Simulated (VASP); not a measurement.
## Si: single point with PBEsol

Crystal: Si.

```xyz
12
Lattice="3.0004 -6.4365 0.0000 1.3961 5.8631 0.0000 0.0000 0.0000 12.6538" Properties=species:S:1:pos:R:3 pbc="T T T"
Si    2.6107   -3.4482   11.9591
Si    1.7859    2.8748    0.6947
Si    2.6107   -3.4482    7.0216
Si    1.7859    2.8748    5.6322
Si    2.0839    0.5904    1.9895
Si    2.3127   -1.1639   10.6644
Si    2.0839    0.5904    4.3374
Si    2.3127   -1.1639    8.3164
Si    2.9543   -6.0825   11.5071
Si    1.4423    5.5091    1.1468
Si    2.9543   -6.0825    7.4737
Si    1.4423    5.5091    5.1801
```

| Property | Result |
| --- | --- |
| Program | VASP 6.6.1 |
| Task | single point |
| Functional | PBEsol |
| Potentials or basis | VASP PAW PBE potentials, release 64 (Si) |
| Cutoff | 520 eV |
| k mesh | 10 × 10 × 4 |
| Occupations | gaussian, width 0.05 eV |
| Spin | no spin polarisation |
| Dipole correction | no |
| Further INCAR settings | ALGO = Fast; EDIFF = 1e-06; NBANDS = 36 |

- Pressure: -10.2 GPa
- Largest force: 0.801 eV/Å
- Band gap on the k mesh: zero (bands 24 and 25 overlap by 0.41 eV)

Forces in eV/Å, atoms in the order of the input:
```
Si  -0.005 -0.067  0.106
Si   0.005  0.067 -0.106
Si  -0.005 -0.067 -0.106
Si   0.005  0.067  0.106
Si   0.155  0.337 -0.710
Si  -0.155 -0.337  0.710
Si   0.155  0.337  0.710
Si  -0.155 -0.337 -0.710
Si   0.135  0.109  0.113
Si  -0.135 -0.109 -0.113
Si   0.135  0.109 -0.113
Si  -0.135 -0.109  0.113
```

Stress tensor (GPa, compression positive):
```
-12.68   8.03   0.00
  8.03 -14.31   0.00
  0.00   0.00  -3.61
```

Levels at points of the mesh, in eV from the Fermi level:
```tsv
k point	band 21	band 22	band 23	band 24	band 25	band 26	band 27	band 28
(0.00, 0.00, 0.00)	-0.86	-0.14	-0.11	0.08	0.28	0.38	0.61	1.11
(0.50, 0.00, 0.00)	-1.39	-1.34	-1.20	-0.86	0.25	0.30	0.51	0.90
(0.00, 0.50, 0.00)	-1.03	-1.01	-1.00	-0.33	0.67	1.11	1.31	1.82
(0.50, 0.50, 0.00)	-0.90	-0.49	-0.37	-0.29	0.13	0.20	0.21	0.60
(0.00, 0.00, 0.50)	-0.61	-0.61	-0.37	-0.37	0.51	0.51	1.12	1.12
(0.50, 0.00, 0.50)	-1.61	-1.61	-1.03	-1.03	0.50	0.50	0.70	0.70
(0.00, 0.50, 0.50)	-0.91	-0.91	-0.79	-0.79	0.88	0.88	1.38	1.38
(0.50, 0.50, 0.50)	-0.57	-0.57	-0.19	-0.19	-0.10	-0.10	0.27	0.27
```

Run time: 62 min on 1 thread of Oxide Virtual Turin-like Processor, on a shared host, peak memory 1.3 GiB.

Caveat: the stress differs along the axes, from -14 to -4 GPa; semilocal functionals underestimate gaps, and a narrow one can read as zero; the PAW data sets were made with another functional, which shifts forces and pressure a little.
